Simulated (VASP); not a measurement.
# NbRu3C (Pm-3m) in VASP: a series of runs, part 2 of 2

VASP 6.6.1.

## Step 3: Single point, PBEsol

This run uses another cell than the first one, of 12.17 Å³/atom, 1.024 times its volume.

Input file INCAR:

```
SYSTEM = NbRu3C
PREC = Accurate
ENCUT = 520
EDIFF = 1E-6
ISMEAR = -1
SIGMA = 0.05
LREAL = .FALSE.
LASPH = .TRUE.
NELM = 100
ALGO = Normal
ISIF = 2
LWAVE = .FALSE.
LCHARG = .TRUE.
GGA = PS
LELF = .TRUE.
LVHAR = .TRUE.
NBANDS = 38
```

Input file KPOINTS:

```
Automatic mesh
0
G
  7 7 7
  0 0 0
```

Input file POSCAR:

```
NbRu3C
1.0
    3.9332797951      0.0000000000      0.0000000000
    0.0000000000      3.9332797951      0.0000000000
    0.0000000000      0.0000000000      3.9332797951
Ru Nb C
3 1 1
Direct
    0.5000000000      0.5000000000      0.0000000000
    0.5000000000      0.0000000000      0.5000000000
    0.0000000000      0.5000000000      0.5000000000
    0.0000000000      0.0000000000      0.0000000000
    0.5000000000      0.5000000000      0.5000000000
```

Potentials or basis: VASP PAW PBE potentials, release 64 (Ru_pv, Nb_sv, C).

Command:

```bash
> cat potpaw_PBE.64/Ru_pv/POTCAR potpaw_PBE.64/Nb_sv/POTCAR potpaw_PBE.64/C/POTCAR > POTCAR
> mpirun -np 1 vasp_std > vasp.out
```

OUTCAR:

```text
SYSTEM = NbRu3C
   PREC = Accurate
   ENCUT = 520
   EDIFF = 1E-6
   ISMEAR = -1
   LREAL = .FALSE.
   LASPH = .TRUE.
   NELM = 100
   ISIF = 2
   GGA = PS

 ion  position               nearest neighbor table
   1  0.500  0.500  0.000-   5 1.97   5 1.97   4 2.78   2 2.78   2 2.78   3 2.78   3 2.78   2 2.78
                             4 2.78   2 2.78   3 2.78   4 2.78   3 2.78   4 2.78
   2  0.500  0.000  0.500-   5 1.97   5 1.97   4 2.78   1 2.78   1 2.78   4 2.78   1 2.78   3 2.78
                             3 2.78   1 2.78   3 2.78   4 2.78   4 2.78   3 2.78
   3  0.000  0.500  0.500-   5 1.97   5 1.97   4 2.78   1 2.78   1 2.78   4 2.78   2 2.78   4 2.78
                             4 2.78   1 2.78   2 2.78   2 2.78   1 2.78   2 2.78
   4  0.000  0.000  0.000-   1 2.78   2 2.78   3 2.78   2 2.78   3 2.78   1 2.78   3 2.78   3 2.78
                             1 2.78   2 2.78   2 2.78   1 2.78
   5  0.500  0.500  0.500-   1 1.97   2 1.97   3 1.97   1 1.97   2 1.97   3 1.97

  LATTYP: Found a simple cubic cell.
 ALAT       =     3.9332797951

  Lattice vectors:

 A1 = (   3.9332797951,   0.0000000000,   0.0000000000)
 A2 = (   0.0000000000,   3.9332797951,   0.0000000000)
 A3 = (   0.0000000000,   0.0000000000,   3.9332797951)

Analysis of symmetry for initial positions (statically):
=====================================================================
 Subroutine PRICEL returns:
 Original cell was already a primitive cell.

 Routine SETGRP: Setting up the symmetry group for a
 simple cubic supercell.

 Subroutine GETGRP returns: Found 48 space group operations
 (whereof 48 operations were pure point group operations)
 out of a pool of 48 trial point group operations.

The static configuration has the point symmetry O_h .

Analysis of symmetry for dynamics (positions and initial velocities):
=====================================================================
 Subroutine PRICEL returns:
 Original cell was already a primitive cell.

[... 128 lines left out ...]
     AMIX_MAG =   1.60;   BMIX_MAG =  1.00
  volume/ion in A,a.u.               =      12.17        82.13
  Fermi-wavevector in a.u.,A,eV,Ry     =   1.620332  3.061983 35.721764  2.625476
  Thomas-Fermi vector in A             =   2.714288
   LORBIT       =      0    0 simple, 1 ext, 2 COOP (PROOUT), +10 PAW based schemes
   GGA     = PS    functional components
   LHFCALC =     F    Hartree Fock is set to
   AEXX    =    0.0000 exact exchange contribution
   IVDW    =     0    specifies the selected vdW correction
   LEPSILON=     F    determine dielectric tensor
   LRPA    =     F    only Hartree local field effects (RPA)
 non-spin polarized calculation
  energy-cutoff  :      520.00
  volume of cell :       60.85
 maximum number of plane-waves:      1659
 NGX is ok and might be reduce to    30
   NGX = 15   NGY = 15   NGZ = 15

 number of electron      58.9999967 magnetization

 Free energy of the ion-electron system (eV)
  ---------------------------------------------------
  ext. energy  EPLUGINS =         0.00000000
  ---------------------------------------------------
  free energy    TOTEN  =       -51.21731926 eV

  energy without entropy =      -51.20039424  energy(sigma->0) =      -51.20885675

 E-fermi :  13.7102     XC(G=0): -14.0622

 val. band max:       13.6228743274   @ k =   0.4286   0.1429   0.1429
 cond. band min:      13.7210701109   @ k =   0.2857   0.2857   0.2857
 fundamental gap:      0.0981957835
 Fermi energy:        13.7102416511

 k-point     1 :       0.0000    0.0000    0.0000
  band No.  band energies     occupation
      1     -42.1027      2.00000
      2     -30.2949      2.00000
      3     -30.2949      2.00000
      4     -30.2949      2.00000
      5     -29.4857      2.00000
      6     -29.4857      2.00000
[... 809 lines left out ...]
     37      16.6217      0.00000
     38      19.7159      0.00000

------------------------ aborting loop because EDIFF is reached ----------------------------------------

  FORCE on cell =-STRESS in cart. coord.  units (eV):
  Direction    XX          YY          ZZ          XY          YZ          ZX
  --------------------------------------------------------------------------------------
  -------------------------------------------------------------------------------------
  Total        7.5894811      7.5894811      7.5894811      0.0000000      0.0000000      0.0000000
  in kB      199.8288286    199.8288286    199.8288286      0.0000000      0.0000000      0.0000000
  external PRESSURE =     199.8288286 kB  Pullay stress =       0.0000000 kB

 VOLUME and BASIS-vectors are now :
 -----------------------------------------------------------------------------
  energy-cutoff  :      520.00
  volume of cell :       60.85
      direct lattice vectors                 reciprocal lattice vectors
     3.933279795  0.000000000  0.000000000     0.254240749  0.000000000  0.000000000
     0.000000000  3.933279795  0.000000000     0.000000000  0.254240749  0.000000000
     0.000000000  0.000000000  3.933279795     0.000000000  0.000000000  0.254240749

 POSITION                                       TOTAL-FORCE (eV/Angst)
 -----------------------------------------------------------------------------------
      1.96664      1.96664      0.00000         0.000000      0.000000      0.000000
      1.96664      0.00000      1.96664         0.000000      0.000000      0.000000
      0.00000      1.96664      1.96664         0.000000      0.000000      0.000000
      0.00000      0.00000      0.00000         0.000000      0.000000      0.000000
      1.96664      1.96664      1.96664         0.000000      0.000000      0.000000
 -----------------------------------------------------------------------------------
    total drift:                                0.000000      0.000000     -0.000000

  FREE ENERGIE OF THE ION-ELECTRON SYSTEM (eV)
  ---------------------------------------------------
  free  energy   TOTEN  =       -51.2173192568 eV

  energy  without entropy=      -51.2003942433  energy(sigma->0) =      -51.20885675
```

stdout:

```text
POSCAR found type information on POSCAR RuNbC
 POSCAR found :  3 types and       5 ions
 scaLAPACK will be used
 -----------------------------------------------------------------------------
|                                                                             |
|                                                                             |
|     You enforced a specific xc type in the INCAR file but a different       |
|     I HOPE YOU KNOW WHAT YOU ARE DOING!                                     |
|                                                                             |
 -----------------------------------------------------------------------------

 LDA part: xc-table for (Slater+PW92), standard interpolation
 POSCAR, INCAR and KPOINTS ok, starting setup
 FFT: planning ... GRIDC
 FFT: planning ... GRID_SOFT
 FFT: planning ... GRID
 WAVECAR not read
 entering main loop
```

Run time: 50 s. Hardware: 1 thread of Intel Xeon Platinum 8375C at 2.90GHz (Ice Lake), shared host; peak memory 0.19 GiB.

Results:

```yaml
Free_energy: -51.2173 eV
Pressure: 20.0 GPa
```

Levels at points of the mesh, in eV from the Fermi level:
| k point | band 26 | band 27 | band 28 | band 29 | band 30 | band 31 | band 32 | band 33 |
| --- | --- | --- | --- | --- | --- | --- | --- | --- |
| (0.00, 0.00, 0.00) | -2.95 | -1.57 | -1.57 | 0.76 | 0.81 | 0.81 | 0.81 | 2.15 |

Caveat: the PAW data sets were made with another functional, which shifts forces and pressure a little.
